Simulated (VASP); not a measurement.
# F (Fd-3m) in VASP: notebook

The runs below take F through single point, relaxation of cell and atoms, with PBE.

Everything below comes from runs of VASP 6.6.1. Logs are shortened: lines on timing, memory, paths and dates and some standing lists are left out, and cuts for length are marked.

## (1) The cell of the first run

It takes space group Fd-3m (No. 227, cubic). The conventional cell has a = 4.875 Å, b = 4.875 Å, c = 4.875 Å, α = 90.00°, β = 90.00°, γ = 90.00°. F (site symmetry -43m) has 4 F at 2.11 Å within 2.8 Å.

## (2) Single point, PBE

File INCAR:

```
PREC     = Accurate       # precision mode
ENCUT    = 520            # plane-wave cutoff, eV
EDIFF    = 1E-6           # SCF threshold, eV
ISMEAR   = -1             # smearing method
SIGMA    = 0.05           # smearing width, eV
LREAL    = False          # projectors in reciprocal space
LASPH    = True           # aspherical terms in the spheres
NELM     = 80             # most SCF steps
ALGO     = Normal         # electronic algorithm
ISIF     = 2              # what is computed and relaxed
LWAVE    = False          # write WAVECAR
LCHARG   = False          # write CHGCAR
GGA      = PE             # functional
NBANDS   = 14             # bands
```

File KPOINTS:

```
Automatic mesh
0
Gamma
  13 13 13
```

File POSCAR:

```
F
1.0
    0.0000000000      2.4373452414      2.4373452414
    2.4373452414      0.0000000000      2.4373452414
    2.4373452414      2.4373452414      0.0000000000
F
2
Direct
   -0.1250000000     -0.1250000000     -0.1250000000
    0.1250000000      0.1250000000      0.1250000000
```

Potentials or basis: VASP PAW PBE potentials, release 64 (F).

On the command line:

```bash
> cat potpaw_PBE.64/F/POTCAR > POTCAR
> mpirun -np 1 vasp_std > vasp.out
```

OUTCAR:

```text
PREC = Accurate
   ENCUT = 520
   EDIFF = 1E-6
   ISMEAR = -1
   LREAL = False
   LASPH = True
   NELM = 80
   ISIF = 2
   GGA = PE

 ion  position               nearest neighbor table
   1  0.875  0.875  0.875-
   2  0.125  0.125  0.125-

  LATTYP: Found a face centered cubic cell.
 ALAT       =     4.8746904828

  Lattice vectors:

 A1 = (   0.0000000000,   2.4373452414,   2.4373452414)
 A2 = (   2.4373452414,   0.0000000000,   2.4373452414)
 A3 = (   2.4373452414,   2.4373452414,   0.0000000000)

Analysis of symmetry for initial positions (statically):
=====================================================================
 Subroutine PRICEL returns:
 Original cell was already a primitive cell.

 Routine SETGRP: Setting up the symmetry group for a
 face centered cubic supercell.

 Subroutine GETGRP returns: Found 48 space group operations
 (whereof 12 operations were pure point group operations)
 out of a pool of 48 trial point group operations.

The static configuration has the point symmetry D_3d.
 The point group associated with its full space group is O_h .

Analysis of symmetry for dynamics (positions and initial velocities):
=====================================================================
 Subroutine PRICEL returns:
 Original cell was already a primitive cell.

 Routine SETGRP: Setting up the symmetry group for a
 face centered cubic supercell.

 Subroutine GETGRP returns: Found 48 space group operations
 (whereof 12 operations were pure point group operations)
 out of a pool of 48 trial point group operations.

The dynamic configuration has the point symmetry D_3d.
 The point group associated with its full space group is O_h .

 Subroutine INISYM returns: Found 48 space group operations
 (whereof 12 operations are pure point group operations),
 and found     1 'primitive' translations

----------------------------------------------------------------------------------------

                                     Primitive cell

  volume of cell :      28.9588

  direct lattice vectors                    reciprocal lattice vectors
     0.000000000  2.437345241  2.437345241    -0.205141230  0.205141230  0.205141230
     2.437345241  0.000000000  2.437345241     0.205141230 -0.205141230  0.205141230
     2.437345241  2.437345241  0.000000000     0.205141230  0.205141230 -0.205141230

  length of vectors
     3.446926697  3.446926697  3.446926697     0.355315033  0.355315033  0.355315033

  position of ions in fractional coordinates (direct lattice)
     0.875000000  0.875000000  0.875000000
     0.125000000  0.125000000  0.125000000

  ion indices of the primitive-cell ions
   primitive index   ion index
                 1           1
                 2           2

----------------------------------------------------------------------------------------

 KPOINTS: Automatic mesh

Automatic generation of k-mesh.
 Grid dimensions read from file:
 generate k-points for:   13   13   13

 Generating k-lattice:

  Cartesian coordinates                     Fractional coordinates (reciprocal lattice)
    -0.015780095  0.015780095  0.015780095     0.076923077  0.000000000  0.000000000
     0.015780095 -0.015780095  0.015780095     0.000000000  0.076923077  0.000000000
     0.015780095  0.015780095 -0.015780095     0.000000000  0.000000000  0.076923077

  Length of vectors
     0.027331926  0.027331926  0.027331926

  Shift w.r.t. Gamma in fractional coordinates (k-lattice)
     0.000000000  0.000000000  0.000000000

 Subroutine IBZKPT returns following result:
 ===========================================

 Found     84 irreducible k-points:

 Following reciprocal coordinates:
            Coordinates               Weight
  0.000000  0.000000  0.000000      1.000000
  0.076923  0.000000  0.000000      8.000000
  0.153846  0.000000  0.000000      8.000000
  0.230769  0.000000  0.000000      8.000000
  0.307692  0.000000  0.000000      8.000000
  0.384615  0.000000  0.000000      8.000000
[... 16 lines left out ...]
  0.384615  0.153846  0.000000     24.000000
  0.461538  0.153846  0.000000     24.000000
 [... further k-points ...]
   k-points           NKPTS =     84   k-points in BZ     NKDIM =     84   number of bands    NBANDS=     14
   number of dos      NEDOS =    301   number of ions     NIONS =      2
   total plane-waves  NPLWV =  21952
   dimension x,y,z NGX =    28 NGY =   28 NGZ =   28
   dimension x,y,z NGXF=    56 NGYF=   56 NGZF=   56
   ions per type =               2
   NGX,Y,Z   is equivalent  to a cutoff of  13.50, 13.50, 13.50 a.u.
   NGXF,Y,Z  is equivalent  to a cutoff of  27.01, 27.01, 27.01 a.u.
 SYSTEM =  unknown system
   PREC   = accura    normal or accurate (medium, high low for compatibility)
   ISTART =      0    job   : 0-new  1-cont  2-samecut
   ICHARG =      2    charge: 1-file 2-atom 10-const
   ISPIN  =      1    spin polarized calculation?
   LNONCOLLINEAR =      F non collinear calculations
   LSORBIT =      F    spin-orbit coupling
   LASPH  =      T    aspherical Exc in radial PAW
   ENCUT  =  520.0 eV  38.22 Ry    6.18 a.u.   6.41  6.41  6.41*2*pi/ulx,y,z
   NELM   =     80;   NELMIN=  2; NELMDL= -5     # of ELM steps
   EDIFF  = 0.1E-05   stopping-criterion for ELM
   LREAL  =      F    real-space projection
   EDIFFG = 0.1E-04   stopping-criterion for IOM
   NSW    =      0    number of steps for IOM
   IBRION =     -1    ionic relax: 0-MD 1-quasi-New 2-CG
   NFREE  =      0    steps in history (QN), initial steepest desc. (CG)
   ISIF   =      2    stress and relaxation
   ISYM   =      2    0-nonsym 1-usesym 2-fastsym
   POTIM  = 0.5000    time-step for ionic-motion
   TEBEG  =    0.0;   TEEND  =   0.0 temperature during run
   PSTRESS=    0.0 pullay stress
   NELECT =      14.0000    total number of electrons
   NUPDOWN=      -1.0000    fix difference up-down
   EMIN   =  10.00;   EMAX   =-10.00  energy-range for DOS
   EFERMI =   0.00;   METHOD = LEGACY
   ISMEAR =    -1;   SIGMA  =   0.05  broadening in eV -4-tet -1-fermi 0-gaus
   EFERMI_NEDOS =   21; number of points for ismear=-14 and -15
   IALGO  =     38    algorithm
   IMIX   =      4    mixing-type and parameters
     AMIX     =   0.40;   BMIX     =  1.00
     AMIX_MAG =   1.60;   BMIX_MAG =  1.00
  volume/ion in A,a.u.               =      14.48        97.71
  Fermi-wavevector in a.u.,A,eV,Ry     =   1.284864  2.428041 22.461521  1.650875
  Thomas-Fermi vector in A             =   2.417032
   LORBIT       =      0    0 simple, 1 ext, 2 COOP (PROOUT), +10 PAW based schemes
   GGA     = PE    functional components
   LHFCALC =     F    Hartree Fock is set to
   AEXX    =    0.0000 exact exchange contribution
   IVDW    =     0    specifies the selected vdW correction
   LEPSILON=     F    determine dielectric tensor
   LRPA    =     F    only Hartree local field effects (RPA)
 non-spin polarized calculation
  energy-cutoff  :      520.00
  volume of cell :       28.96
 maximum number of plane-waves:       797
 NGX is ok and might be reduce to    28
   NGX = 13   NGY = 13   NGZ = 13

 number of electron      14.0000016 magnetization

 Free energy of the ion-electron system (eV)
  ---------------------------------------------------
  ext. energy  EPLUGINS =         0.00000000
  ---------------------------------------------------
  free energy    TOTEN  =        -1.92909459 eV

  energy without entropy =       -1.87625116  energy(sigma->0) =       -1.90267288

 E-fermi :  -4.9487     XC(G=0):  -8.1184

 val. band max:       -4.9520491506   @ k =  -0.3077   0.1538   0.0000
 cond. band min:      -4.9451830141   @ k =   0.4615   0.2308   0.0000
 fundamental gap:      0.0068661365
 Fermi energy:        -4.9487422075

 k-point     1 :       0.0000    0.0000    0.0000
  band No.  band energies     occupation
      1     -26.9106      2.00000
      2     -24.1313      2.00000
      3      -7.4223      2.00000
      4      -7.4223      2.00000
      5      -7.4223      2.00000
      6      -5.6510      2.00000
      7      -5.6510      2.00000
      8      -5.6510      2.00000
      9       5.0380      0.00000
     10      19.2777      0.00000
     11      19.2777      0.00000
     12      19.2777      0.00000
     13      20.5346      0.00000
     14      20.5354      0.00000

 k-point     2 :       0.0769    0.0000    0.0000
  band No.  band energies     occupation
      1     -26.8824      2.00000
      2     -24.1653      2.00000
      3      -7.4628      2.00000
      4      -7.4551      2.00000
      5      -7.4551      2.00000
      6      -5.6411      2.00000
      7      -5.6172      2.00000
      8      -5.6172      2.00000
      9       5.1890      0.00000
     10      18.2115      0.00000
     11      18.7281      0.00000
     12      18.7281      0.00000
     13      20.6593      0.00000
     14      20.6611      0.00000

 k-point     3 :       0.1538    0.0000    0.0000
  band No.  band energies     occupation
      1     -26.7988      2.00000
      2     -24.2608      2.00000
      3      -7.5829      2.00000
      4      -7.5399      2.00000
      5      -7.5399      2.00000
      6      -5.5989      2.00000
      7      -5.5299      1.99998
      8      -5.5299      1.99998
      9       5.6184      0.00000
     10      16.5764      0.00000
     11      17.9565      0.00000
     12      17.9566      0.00000
     13      20.6784      0.00000
     14      20.8745      0.00000

 k-point     4 :       0.2308    0.0000    0.0000
  band No.  band energies     occupation
      1     -26.6696      2.00000
      2     -24.4061      2.00000
      3      -7.7646      2.00000
      4      -7.6476      2.00000
      5      -7.6476      2.00000
      6      -5.5112      1.99997
      7      -5.4191      1.99984
      8      -5.4191      1.99984
      9       6.2663      0.00000
     10      14.9546      0.00000
     11      17.3093      0.00000
     12      17.3093      0.00000
     13      20.5401      0.00000
     14      21.2021      0.00000

 k-point     5 :       0.3077    0.0000    0.0000
  band No.  band energies     occupation
      1     -26.5112      2.00000
      2     -24.5802      2.00000
      3      -7.9647      2.00000
      4      -7.7503      2.00000
      5      -7.7503      2.00000
      6      -5.3932      1.99972
      7      -5.3136      1.99865
      8      -5.3136      1.99865
      9       7.0646      0.00000
     10      13.4354      0.00000
     11      16.8263      0.00000
[... 276 lines left out ...]
 k-point    22 :       0.3077    0.1538    0.0000
  band No.  band energies     occupation
      1     -26.5205      2.00000
      2     -24.5704      2.00000
      3      -8.0468      2.00000
      4      -7.9130      2.00000
      5      -7.3275      2.00000
      6      -5.9048      2.00000
      7      -5.1635      1.97311
      8      -5.1336      1.95163
      9       6.9187      0.00000
     10      13.6500      0.00000
     11      16.5427      0.00000
     12      17.3948      0.00000
     13      20.0379      0.00000
     14      21.9266      0.00000

 k-point    23 :       0.3846    0.1538    0.0000
  band No.  band energies     occupation
      1     -26.3592      2.00000
      2     -24.7455      2.00000
      3      -8.2540      2.00000
      4      -7.9811      2.00000
      5      -7.3805      2.00000
      6      -5.8191      2.00000
      7      -5.0921      1.89235
      8      -5.0178      1.59837
      9       7.6777      0.00000
     10      12.6065      0.00000
     11      15.8507      0.00000
     12      16.9789      0.00000
     13      20.4145      0.00000
     14      22.3237      0.00000

 k-point    24 :       0.4615    0.1538    0.0000
  band No.  band energies     occupation
      1     -26.2119      2.00000
      2     -24.9028      2.00000
      3      -8.4170      2.00000
      4      -8.0070      2.00000
      5      -7.4401      2.00000
      6      -5.7205      2.00000
      7      -5.0617      1.81071
      8      -4.9317      0.83122
      9       8.4619      0.00000
     10      11.6170      0.00000
     11      15.4624      0.00000
     12      16.6570      0.00000
     13      20.8293      0.00000
     14      22.5731      0.00000

 [... further k-points ...]

------------------------ aborting loop because EDIFF is reached ----------------------------------------

  FORCE on cell =-STRESS in cart. coord.  units (eV):
  Direction    XX          YY          ZZ          XY          YZ          ZX
  --------------------------------------------------------------------------------------
  -------------------------------------------------------------------------------------
  Total       -0.1043059     -0.1043059     -0.1043059      0.0000000     -0.0000000      0.0000000
  in kB       -5.7708300     -5.7708300     -5.7708300      0.0000000     -0.0000000      0.0000000
  external PRESSURE =      -5.7708300 kB  Pullay stress =       0.0000000 kB

 VOLUME and BASIS-vectors are now :
 -----------------------------------------------------------------------------
  energy-cutoff  :      520.00
  volume of cell :       28.96
      direct lattice vectors                 reciprocal lattice vectors
     0.000000000  2.437345241  2.437345241    -0.205141230  0.205141230  0.205141230
     2.437345241  0.000000000  2.437345241     0.205141230 -0.205141230  0.205141230
     2.437345241  2.437345241  0.000000000     0.205141230  0.205141230 -0.205141230

 POSITION                                       TOTAL-FORCE (eV/Angst)
 -----------------------------------------------------------------------------------
      4.26535      4.26535      4.26535         0.000000     -0.000000      0.000000
      0.60934      0.60934      0.60934        -0.000000      0.000000     -0.000000
 -----------------------------------------------------------------------------------
    total drift:                                0.000000      0.000000     -0.000000

  FREE ENERGIE OF THE ION-ELECTRON SYSTEM (eV)
  ---------------------------------------------------
  free  energy   TOTEN  =        -1.9290945894 eV

  energy  without entropy=       -1.8762511618  energy(sigma->0) =       -1.90267288
```

It took 33 s on 1 thread of Intel Xeon 8259CL, shared host; peak memory 0.16 GiB.

Results:

```
Free energy            : -1.9291 eV
Pressure               : -0.6 GPa
Band gap on the k mesh : zero (bands 7 and 8 overlap by 0.95 eV)
```

## (3) Single point, PBE (14.48 Å³/atom)

File INCAR:

```
SYSTEM = F
PREC = Accurate
ENCUT = 520
EDIFF = 1E-6
ISMEAR = -1
SIGMA = 0.05
LREAL = .False.
LASPH = .True.
NELM = 60
ALGO = Normal
ISIF = 2
LWAVE = .False.
LCHARG = .False.
GGA = PE
NBANDS = 14
```

File KPOINTS:

```
regular mesh
0
Gamma
  13 13 13
  0 0 0
```

POSCAR is that of step 2.

Potentials or basis: VASP PAW PBE potentials, release 64 (F).

On the command line:

```bash
> cat potpaw_PBE.64/F/POTCAR > POTCAR
> mpirun -np 1 vasp_std > vasp.out
```

Wall time 41 s (1 thread of Intel Xeon 8259CL, shared host); peak memory 0.16 GiB.

It converged, with:

| Property | Result |
| --- | --- |
| Free energy | -1.9291 eV |
| Pressure | -0.6 GPa |
| Band gap on the k mesh | zero (bands 7 and 8 overlap by 0.95 eV) |

Levels at points of the mesh, in eV from the Fermi level:
```
           k point  band 5  band 6  band 7  band 8  band 9  band 10
(0.00, 0.00, 0.00)   -2.47   -0.70   -0.70   -0.70    9.99    24.23
```

(Continued in part 2 of 2.)
